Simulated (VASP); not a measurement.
# TeAs2 (I4_1/amd) in VASP: a series of runs

The runs below take TeAs2 through single point, with PBEsol, LDA, PBE, r2SCAN.

All numbers are computed with VASP 6.6.1; they aren't measurements. Logs are shortened: lines on timing, memory, paths and dates and some standing lists are left out, and cuts for length are marked.

## 1. The cell of the first run

Symmetry: I4_1/amd, No. 141, tetragonal system. Conventional cell: a = 7.113 Å, b = 7.113 Å, c = 5.881 Å, α = 90.00°, β = 90.00°, γ = 90.00°. Within 3.7 Å of Te (site symmetry -4m2) lie 4 As at 2.83 Å. Within 3.7 Å of As (site symmetry 2/m) lie 2 Te at 2.83 Å and 6 As at 2.91 to 3.56 Å.

## 2. Single point, PBEsol

Contents of INCAR:

```
PREC = Accurate ; ENCUT = 520
EDIFF = 1E-7 ; ISMEAR = 0
SIGMA = 0.1 ; LREAL = F
LASPH = T ; NELM = 80
ALGO = Normal ; ISIF = 2
LWAVE = F ; LCHARG = T
GGA = PS ; LELF = T
LVHAR = T ; NBANDS = 25
```

Contents of KPOINTS:

```
regular mesh
0
Gamma
  8 8 8
```

Contents of POSCAR:

```
TeAs2
1.0
   -3.5564540000      3.5564540000      2.9405160000
    3.5564540000     -3.5564540000      2.9405160000
    3.5564540000      3.5564540000     -2.9405160000
Te As
2 4
Direct
    0.7500000000      0.2500000000      0.5000000000
    0.0000000000      0.0000000000      0.0000000000
    0.3750000000      0.6250000000      0.2500000000
    0.3750000000      0.1250000000      0.7500000000
    0.3750000000      0.6250000000      0.7500000000
    0.8750000000      0.6250000000      0.2500000000
```

Potentials or basis: VASP PAW PBE potentials, release 64 (Te, As).

On the command line:

```console
> cat potpaw_PBE.64/Te/POTCAR potpaw_PBE.64/As/POTCAR > POTCAR
> mpirun -np 1 vasp_std > vasp.out
```

OUTCAR:

```text
PREC = Accurate
   ENCUT = 520
   EDIFF = 1E-7
   ISMEAR = 0
   LREAL = F
   LASPH = T
   NELM = 80
   ISIF = 2
   GGA = PS

 ion  position               nearest neighbor table
   1  0.750  0.250  0.500-   4 2.83   6 2.83   5 2.83   3 2.83
   2  0.000  0.000  0.000-   4 2.83   6 2.83   3 2.83   5 2.83
   3  0.375  0.625  0.250-   1 2.83   2 2.83   6 2.91   5 2.91   5 2.91   6 2.91
   4  0.375  0.125  0.750-   1 2.83   2 2.83   5 2.91   6 2.91   5 2.91   6 2.91
   5  0.375  0.625  0.750-   2 2.83   1 2.83   4 2.91   3 2.91   4 2.91   3 2.91
   6  0.875  0.625  0.250-   1 2.83   2 2.83   3 2.91   4 2.91   3 2.91   4 2.91

  LATTYP: Found a body centered tetragonal cell.
 ALAT       =     7.1129080000
 C/A-ratio  =     0.8268112001

  Lattice vectors:

 A1 = (  -3.5564540000,   3.5564540000,   2.9405160000)
 A2 = (   3.5564540000,  -3.5564540000,   2.9405160000)
 A3 = (   3.5564540000,   3.5564540000,  -2.9405160000)

Analysis of symmetry for initial positions (statically):
=====================================================================
 Subroutine PRICEL returns:
 Original cell was already a primitive cell.

 Routine SETGRP: Setting up the symmetry group for a
 body centered tetragonal supercell.

 Subroutine GETGRP returns: Found 16 space group operations
 (whereof  8 operations were pure point group operations)
 out of a pool of 16 trial point group operations.

The static configuration has the point symmetry D_2d.
 The point group associated with its full space group is D_4h.

Analysis of symmetry for dynamics (positions and initial velocities):
=====================================================================
 Subroutine PRICEL returns:
 Original cell was already a primitive cell.

 Routine SETGRP: Setting up the symmetry group for a
 body centered tetragonal supercell.

 Subroutine GETGRP returns: Found 16 space group operations
 (whereof  8 operations were pure point group operations)
 out of a pool of 16 trial point group operations.

The dynamic configuration has the point symmetry D_2d.
 The point group associated with its full space group is D_4h.

 Subroutine INISYM returns: Found 16 space group operations
 (whereof  8 operations are pure point group operations),
 and found     1 'primitive' translations

----------------------------------------------------------------------------------------

                                     Primitive cell

  volume of cell :     148.7709

  direct lattice vectors                    reciprocal lattice vectors
    -3.556454000  3.556454000  2.940516000     0.000000000  0.140589475  0.170038184
     3.556454000 -3.556454000  2.940516000     0.140589475  0.000000000  0.170038184
     3.556454000  3.556454000 -2.940516000     0.140589475  0.140589475  0.000000000

  length of vectors
     5.826093413  5.826093413  5.826093413     0.220631785  0.220631785  0.198823542

  position of ions in fractional coordinates (direct lattice)
     0.750000000  0.250000000  0.500000000
     0.000000000  0.000000000  0.000000000
     0.375000000  0.625000000  0.250000000
     0.375000000  0.125000000  0.750000000
     0.375000000  0.625000000  0.750000000
     0.875000000  0.625000000  0.250000000

  ion indices of the primitive-cell ions
   primitive index   ion index
                 1           1
                 2           2
                 3           3
                 4           4
                 5           5
                 6           6

----------------------------------------------------------------------------------------

 KPOINTS: regular mesh

Automatic generation of k-mesh.
 Grid dimensions read from file:
 generate k-points for:    8    8    8

 Generating k-lattice:

  Cartesian coordinates                     Fractional coordinates (reciprocal lattice)
     0.000000000  0.017573684  0.021254773     0.125000000  0.000000000 -0.000000000
     0.017573684  0.000000000  0.021254773     0.000000000  0.125000000 -0.000000000
     0.017573684  0.017573684  0.000000000     0.000000000  0.000000000  0.125000000

  Length of vectors
     0.027578973  0.027578973  0.024852943

  Shift w.r.t. Gamma in fractional coordinates (k-lattice)
     0.000000000  0.000000000  0.000000000

 Subroutine IBZKPT returns following result:
 ===========================================

 Found     59 irreducible k-points:

 Following reciprocal coordinates:
            Coordinates               Weight
  0.000000  0.000000  0.000000      1.000000
  0.125000  0.000000  0.000000      8.000000
  0.250000  0.000000  0.000000      8.000000
  0.375000  0.000000 -0.000000      8.000000
  0.500000  0.000000  0.000000      4.000000
  0.125000  0.125000 -0.000000      8.000000
[... 16 lines left out ...]
  0.250000  0.125000  0.125000     16.000000
  0.375000  0.125000  0.125000      8.000000
 [... further k-points ...]
   k-points           NKPTS =     59   k-points in BZ     NKDIM =     59   number of bands    NBANDS=     25
   number of dos      NEDOS =    301   number of ions     NIONS =      6
   total plane-waves  NPLWV = 110592
   dimension x,y,z NGX =    48 NGY =   48 NGZ =   48
   dimension x,y,z NGXF=    96 NGYF=   96 NGZF=   96
   ions per type =               2   4
   NGX,Y,Z   is equivalent  to a cutoff of  13.70, 13.70, 13.70 a.u.
   NGXF,Y,Z  is equivalent  to a cutoff of  27.39, 27.39, 27.39 a.u.
 SYSTEM =  unknown system
   PREC   = accura    normal or accurate (medium, high low for compatibility)
   ISTART =      0    job   : 0-new  1-cont  2-samecut
   ICHARG =      2    charge: 1-file 2-atom 10-const
   ISPIN  =      1    spin polarized calculation?
   LNONCOLLINEAR =      F non collinear calculations
   LSORBIT =      F    spin-orbit coupling
   LASPH  =      T    aspherical Exc in radial PAW
   ENCUT  =  520.0 eV  38.22 Ry    6.18 a.u.  10.83 10.83 10.83*2*pi/ulx,y,z
   NELM   =     80;   NELMIN=  2; NELMDL= -5     # of ELM steps
   EDIFF  = 0.1E-06   stopping-criterion for ELM
   LREAL  =      F    real-space projection
   EDIFFG = 0.1E-05   stopping-criterion for IOM
   NSW    =      0    number of steps for IOM
   IBRION =     -1    ionic relax: 0-MD 1-quasi-New 2-CG
   NFREE  =      0    steps in history (QN), initial steepest desc. (CG)
   ISIF   =      2    stress and relaxation
   ISYM   =      2    0-nonsym 1-usesym 2-fastsym
   POTIM  = 0.5000    time-step for ionic-motion
   TEBEG  =    0.0;   TEEND  =   0.0 temperature during run
   PSTRESS=    0.0 pullay stress
   NELECT =      32.0000    total number of electrons
   NUPDOWN=      -1.0000    fix difference up-down
   EMIN   =  10.00;   EMAX   =-10.00  energy-range for DOS
   EFERMI =   0.00;   METHOD = LEGACY
   ISMEAR =     0;   SIGMA  =   0.10  broadening in eV -4-tet -1-fermi 0-gaus
   EFERMI_NEDOS =   21; number of points for ismear=-14 and -15
   IALGO  =     38    algorithm
   IMIX   =      4    mixing-type and parameters
     AMIX     =   0.40;   BMIX     =  1.00
     AMIX_MAG =   1.60;   BMIX_MAG =  1.00
  volume/ion in A,a.u.               =      24.80       167.33
  Fermi-wavevector in a.u.,A,eV,Ry     =   0.980887  1.853607 13.090692  0.962139
  Thomas-Fermi vector in A             =   2.111851
   LORBIT       =      0    0 simple, 1 ext, 2 COOP (PROOUT), +10 PAW based schemes
   GGA     = PS    functional components
   LHFCALC =     F    Hartree Fock is set to
   AEXX    =    0.0000 exact exchange contribution
   IVDW    =     0    specifies the selected vdW correction
   LEPSILON=     F    determine dielectric tensor
   LRPA    =     F    only Hartree local field effects (RPA)
 non-spin polarized calculation
 Gauss-broadening in eV      SIGMA  =   0.10
  energy-cutoff  :      520.00
  volume of cell :      148.77
 maximum number of plane-waves:      4035
 NGX is ok and might be reduce to    48
   NGX = 21   NGY = 21   NGZ = 21

 number of electron      31.9999998 magnetization

 Free energy of the ion-electron system (eV)
  ---------------------------------------------------
  ext. energy  EPLUGINS =         0.00000000
  ---------------------------------------------------
  free energy    TOTEN  =       -26.34871809 eV

  energy without entropy =      -26.33304648  energy(sigma->0) =      -26.34088228

 E-fermi :   5.5078     XC(G=0):  -9.9800

 val. band max:        5.5020054285   @ k =   0.2500   0.2500  -0.0000
 cond. band min:       5.5077552569   @ k =  -0.2500   0.2500   0.1250
 fundamental gap:      0.0057498284
 Fermi energy:         5.5077514934

 k-point     1 :       0.0000    0.0000    0.0000
  band No.  band energies     occupation
      1      -8.4705      2.00000
      2      -5.3376      2.00000
      3      -4.6522      2.00000
      4      -4.6522      2.00000
      5      -3.8574      2.00000
      6      -3.3447      2.00000
[... 17 lines left out ...]
     24      10.4863      0.00000
     25      10.8284      0.00000

 k-point     2 :       0.1250    0.0000    0.0000
  band No.  band energies     occupation
      1      -8.3702      2.00000
      2      -5.5090      2.00000
      3      -4.6867      2.00000
      4      -4.6825      2.00000
      5      -4.0689      2.00000
      6      -3.3096      2.00000
[... 17 lines left out ...]
     24      10.1008      0.00000
     25      11.1470      0.00000

 k-point     3 :       0.2500    0.0000    0.0000
  band No.  band energies     occupation
      1      -8.0721      2.00000
      2      -5.7778      2.00000
      3      -5.2375      2.00000
      4      -4.7524      2.00000
      5      -4.3506      2.00000
      6      -2.9782      2.00000
[... 552 lines left out ...]
 k-point    23 :       0.2500    0.1250    0.1250
  band No.  band energies     occupation
      1      -7.4435      2.00000
      2      -6.1543      2.00000
      3      -5.9521      2.00000
      4      -5.5476      2.00000
      5      -3.8015      2.00000
      6      -2.6003      2.00000
[... 17 lines left out ...]
     24       9.6769      0.00000
     25      11.1219      0.00000

 k-point    24 :       0.3750    0.1250    0.1250
  band No.  band energies     occupation
      1      -6.8717      2.00000
      2      -6.7117      2.00000
      3      -6.1094      2.00000
      4      -5.6847      2.00000
      5      -3.7540      2.00000
      6      -2.4343      2.00000
[... 17 lines left out ...]
     24       9.9950      0.00000
     25      11.0022      0.00000

 [... further k-points ...]
[... 5 lines left out ...]
  --------------------------------------------------------------------------------------
  -------------------------------------------------------------------------------------
  Total       -3.0319394     -3.0319394     -4.1871205      0.0000000      0.0000000      0.0000000
  in kB      -32.6522545    -32.6522545    -45.0928947      0.0000000      0.0000000      0.0000000
  external PRESSURE =     -36.7991345 kB  Pullay stress =       0.0000000 kB

 VOLUME and BASIS-vectors are now :
 -----------------------------------------------------------------------------
  energy-cutoff  :      520.00
  volume of cell :      148.77
      direct lattice vectors                 reciprocal lattice vectors
    -3.556454000  3.556454000  2.940516000     0.000000000  0.140589475  0.170038184
     3.556454000 -3.556454000  2.940516000     0.140589475  0.000000000  0.170038184
     3.556454000  3.556454000 -2.940516000     0.140589475  0.140589475  0.000000000

 POSITION                                       TOTAL-FORCE (eV/Angst)
 -----------------------------------------------------------------------------------
      0.00000      3.55645      1.47026         0.000000     -0.000000     -0.000000
      0.00000      0.00000      0.00000        -0.000000      0.000000      0.000000
      1.77823     -0.00000      2.20539        -0.000000     -0.000000      0.000000
      1.77823      3.55645     -0.73513        -0.000000     -0.000000      0.000000
      3.55645      1.77823      0.73513        -0.000000     -0.000000      0.000000
     -0.00000      1.77823      3.67564        -0.000000     -0.000000      0.000000
 -----------------------------------------------------------------------------------
    total drift:                                0.000000     -0.000000      0.000000

  FREE ENERGIE OF THE ION-ELECTRON SYSTEM (eV)
  ---------------------------------------------------
  free  energy   TOTEN  =       -26.3487180865 eV

  energy  without entropy=      -26.3330464824  energy(sigma->0) =      -26.34088228
```

Run time: 11 min. Hardware: 1 thread of Intel Xeon 8259CL, shared host; peak memory 0.43 GiB.

Results:

* Free energy: -26.3487 eV
* Pressure: -3.7 GPa
* Band gap on the k mesh: zero (bands 16 and 17 overlap by 0.55 eV)

Stress tensor (GPa, compression positive):
```
-3.27  0.00  0.00
 0.00 -3.27  0.00
 0.00  0.00 -4.51
```

Levels at points of the mesh, in eV from the Fermi level:
```
           k point  band 14  band 15  band 16  band 17  band 18  band 19
(0.00, 0.00, 0.00)    -2.06    -2.06    -0.66     1.72     3.06     3.06
(0.50, 0.00, 0.00)    -0.85    -0.31    -0.31    -0.13     0.24     1.42
(0.50, 0.50, 0.00)    -1.10    -0.94    -0.94    -0.20    -0.20     2.02
(0.50, 0.50, 0.50)    -0.72     0.11     0.11     0.17     0.17     0.77
```

Caveat: the cell stands under tension; the PAW data sets were made with another functional, which shifts forces and pressure a little; spin-orbit coupling is left out, which moves the levels of the heavy elements.

## 3. Single point, LDA

Contents of INCAR:

```
  PREC = Accurate
  ENCUT = 520
  EDIFF = 1E-7
  ISMEAR = 0
  SIGMA = 0.1
  LREAL = False
  LASPH = True
  NELM = 80
  ALGO = Normal
  ISIF = 2
  LWAVE = False
  LCHARG = True
  GGA = CA
  LELF = True
  LVHAR = True
  NBANDS = 25
```

KPOINTS is that of step 2.

POSCAR is that of step 2.

Potentials or basis: VASP PAW LDA potentials, release 64 (Te, As).

On the command line:

```console
> cat potpaw_LDA.64/Te/POTCAR potpaw_LDA.64/As/POTCAR > POTCAR
> mpirun -np 1 vasp_std > vasp.out
```

It took 10 min on 1 thread of Intel Xeon 8259CL, shared host; peak memory 0.37 GiB.

Results (log left out):

- Free energy: -27.9496 eV
- Pressure: -4.9 GPa
- Band gap on the k mesh: zero (bands 16 and 17 overlap by 0.53 eV)

Stress tensor (GPa, compression positive):
```
-4.27  0.00  0.00
 0.00 -4.27  0.00
 0.00  0.00 -6.03
```

Levels at points of the mesh, in eV from the Fermi level:
```
           k point  band 14  band 15  band 16  band 17  band 18  band 19
(0.00, 0.00, 0.00)    -2.05    -2.05    -0.66     1.69     3.03     3.03
(0.50, 0.00, 0.00)    -0.83    -0.30    -0.30    -0.12     0.23     1.41
(0.50, 0.50, 0.00)    -1.08    -0.93    -0.93    -0.20    -0.20     2.01
(0.50, 0.50, 0.50)    -0.70     0.11     0.11     0.15     0.15     0.77
```

Caveat: the cell stands under tension; spin-orbit coupling is left out, which moves the levels of the heavy elements.

## 4. Single point, PBE

Contents of INCAR:

```
SYSTEM = TeAs2
PREC = Accurate
ENCUT = 520
EDIFF = 1E-6
ISMEAR = 0
SIGMA = 0.1
LREAL = .FALSE.
LASPH = .TRUE.
NELM = 80
ALGO = Normal
ISIF = 2
LWAVE = .FALSE.
LCHARG = .FALSE.
GGA = PE
NBANDS = 25
```

Contents of KPOINTS:

```
Automatic mesh
0
G
  8 8 8
  0 0 0
```

POSCAR is that of step 3.

Potentials or basis: VASP PAW PBE potentials, release 64 (Te, As).

On the command line:

```console
> cat potpaw_PBE.64/Te/POTCAR potpaw_PBE.64/As/POTCAR > POTCAR
> mpirun -np 1 vasp_std > vasp.out
```

It took 10 min on 1 thread of Intel Xeon 8259CL, shared host; peak memory 0.43 GiB.

Results (log left out):

```yaml
Free_energy: -23.7542 eV
Pressure: -0.7 GPa
Band_gap_on_the_k_mesh: zero (bands 16 and 17 overlap by 0.54 eV)
```

Stress tensor (GPa, compression positive):
```
-0.34  0.00  0.00
 0.00 -0.34  0.00
 0.00  0.00 -1.30
```

Levels at points of the mesh, in eV from the Fermi level:
```
           k point  band 13  band 14  band 15  band 16  band 17  band 18  band 19  band 20
(0.00, 0.00, 0.00)    -2.71    -2.07    -2.07    -0.64     1.72     3.05     3.05     3.92
(0.50, 0.00, 0.00)    -1.52    -0.85    -0.31    -0.31    -0.12     0.23     1.43     1.67
(0.50, 0.50, 0.00)    -1.09    -1.09    -0.94    -0.94    -0.19    -0.19     2.03     2.03
(0.50, 0.50, 0.50)    -0.72    -0.72     0.10     0.10     0.18     0.18     0.75     0.75
```

Caveat: spin-orbit coupling is left out, which moves the levels of the heavy elements.

## 5. Single point, r2SCAN

POSCAR is that of step 4.

Contents of INCAR.step1:

```
PREC     = Accurate       # precision mode
ENCUT    = 520            # plane-wave cutoff, eV
ISMEAR   = 0              # smearing method
SIGMA    = 0.1            # smearing width, eV
LREAL    = F              # projectors in reciprocal space
LASPH    = T              # aspherical terms in the spheres
NELM     = 100            # most SCF steps
NBANDS   = 25             # bands
GGA      = PE             # functional
ALGO     = Normal         # electronic algorithm
EDIFF    = 1E-4           # SCF threshold, eV
LWAVE    = T              # write WAVECAR
LCHARG   = F              # write CHGCAR
```

Contents of INCAR.step2:

```
PREC     = Accurate       # precision mode
ENCUT    = 520            # plane-wave cutoff, eV
EDIFF    = 1E-6           # SCF threshold, eV
ISMEAR   = 0              # smearing method
SIGMA    = 0.1            # smearing width, eV
LREAL    = F              # projectors in reciprocal space
LASPH    = T              # aspherical terms in the spheres
NELM     = 100            # most SCF steps
ALGO     = Normal         # electronic algorithm
ISIF     = 2              # what is computed and relaxed
LWAVE    = F              # write WAVECAR
LCHARG   = F              # write CHGCAR
METAGGA  = R2SCAN         # meta-GGA
LMIXTAU  = T            
NBANDS   = 25             # bands
ISTART   = 1
```

Contents of KPOINTS:

```
regular mesh
0
Gamma
  8 8 8
```

On the command line:

```console
> cat potpaw_PBE.64/Te/POTCAR potpaw_PBE.64/As/POTCAR > POTCAR
> cp INCAR.step1 INCAR
> mpirun -np 1 vasp_std > vasp.out
> cp INCAR.step2 INCAR
> mpirun -np 1 vasp_std > vasp.out
```

Wall time 44 min (1 thread of Intel Xeon 8259CL, shared host); peak memory 0.47 GiB.

It converged, with:

| Item | Value |
| --- | --- |
| Free energy | -108.0518 eV |
| Pressure | -1.8 GPa |
| Band gap on the k mesh | zero (bands 16 and 17 overlap by 0.54 eV) |

Stress tensor (GPa, compression positive):
```
-1.03  0.00  0.00
 0.00 -1.03  0.00
 0.00  0.00 -3.33
```

Levels at points of the mesh, in eV from the Fermi level:
```csv
k point,band 12,band 13,band 14,band 15,band 16,band 17,band 18,band 19,band 20,band 21
"(0.00, 0.00, 0.00)",-2.79,-2.79,-2.27,-2.27,-0.55,1.86,3.14,3.14,4.17,4.40
"(0.50, 0.00, 0.00)",-2.16,-1.55,-0.93,-0.40,-0.32,-0.06,0.25,1.55,1.76,3.06
"(0.50, 0.50, 0.00)",-2.16,-1.14,-1.14,-1.03,-1.03,-0.15,-0.15,2.20,2.20,3.72
"(0.50, 0.50, 0.50)",-2.79,-0.81,-0.81,0.03,0.03,0.31,0.31,0.72,0.72,2.89
```

Caveat: the PAW data sets were made with another functional, which shifts forces and pressure a little; spin-orbit coupling is left out, which moves the levels of the heavy elements.

## 6. Overview

```tsv
level	potentials or basis	gap on the mesh (eV)	pressure (GPa)
PBEsol	VASP PAW PBE potentials, release 64 (Te, As)	none	-3.7
LDA	VASP PAW LDA potentials, release 64 (Te, As)	none	-4.9
PBE	VASP PAW PBE potentials, release 64 (Te, As)	none	-0.7
r2SCAN	VASP PAW PBE potentials, release 64 (Te, As)	none	-1.8
```

Alike in all rows: task single point; no spin polarisation; cell as given; k mesh 8 × 8 × 8; cutoff (eV) 520; smearing gaussian 0.1 eV.

Caveats: spin-orbit coupling is left out, which moves the levels of the heavy elements; the cell stands under tension (at least some runs); the PAW data sets were made with another functional, which shifts forces and pressure a little (at least some runs).

Total energies depend on the potentials used, so only differences within one code and one set of settings carry meaning.

The gap in the log of VASP goes by the Fermi energy; the results here count the filled bands.